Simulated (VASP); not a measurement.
Write the native input for VASP 6.6.1 that does the following.

```yaml
Task: single point
Functional: r2SCAN
Potentials_or_basis: VASP PAW PBE potentials, release 64 (In_d)
Cutoff: 520 eV
k_mesh: 10 × 10 × 10
Occupations: tetrahedron
Spin: no spin polarisation
Dipole_correction: no
Further_INCAR_settings: ALGO = Normal; EDIFF = 1e-06; NBANDS = 12
```

The system is In.

```
CELL_PARAMETERS angstrom
-1.75015 1.75015 1.75015
1.75015 -1.75015 1.75015
1.75015 1.75015 -1.75015
ATOMIC_POSITIONS crystal
In 0.00000 0.00000 0.00000
```

The input as run:

POSCAR

```
In
1.0
   -1.7501550000      1.7501550000      1.7501550000
    1.7501550000     -1.7501550000      1.7501550000
    1.7501550000      1.7501550000     -1.7501550000
In
1
Direct
    0.0000000000      0.0000000000      0.0000000000
```

INCAR.step1

```
SYSTEM = In
ALGO = Normal
EDIFF = 1E-4
ENCUT = 520
GGA = PE
ISMEAR = -5
LASPH = .TRUE.
LCHARG = .FALSE.
LREAL = .FALSE.
LWAVE = .TRUE.
NBANDS = 12
NELM = 80
PREC = Accurate
SIGMA = 0.1
```

INCAR.step2

```
SYSTEM = In
ALGO = Normal
EDIFF = 1E-6
ENCUT = 520
ISIF = 2
ISMEAR = -5
ISTART = 1
LASPH = .TRUE.
LCHARG = .TRUE.
LELF = .TRUE.
LMIXTAU = .TRUE.
LREAL = .FALSE.
LVHAR = .TRUE.
LWAVE = .FALSE.
METAGGA = R2SCAN
NBANDS = 12
NELM = 80
PREC = Accurate
SIGMA = 0.1
```

KPOINTS

```
k-points
0
G
  10 10 10
  0 0 0
```

Potentials or basis: VASP PAW PBE potentials, release 64 (In_d).

Launch:

```sh
$ cat potpaw_PBE.64/In_d/POTCAR > POTCAR
$ cp INCAR.step1 INCAR
$ mpirun -np 1 vasp_std > vasp.out
$ cp INCAR.step2 INCAR
$ mpirun -np 1 vasp_std > vasp.out
```

Results of the run:

```yaml
Pressure: 16.1 GPa
```

Caveat: the PAW data sets were made with another functional, which shifts forces and pressure a little; tetrahedron occupations give inexact forces and stress in metals.

It took 26 s on 1 thread of Intel(R) Xeon(R) Platinum 8375C CPU @ 2.90GHz (Ice Lake), with other jobs on the host, peak memory 0.14 GiB.
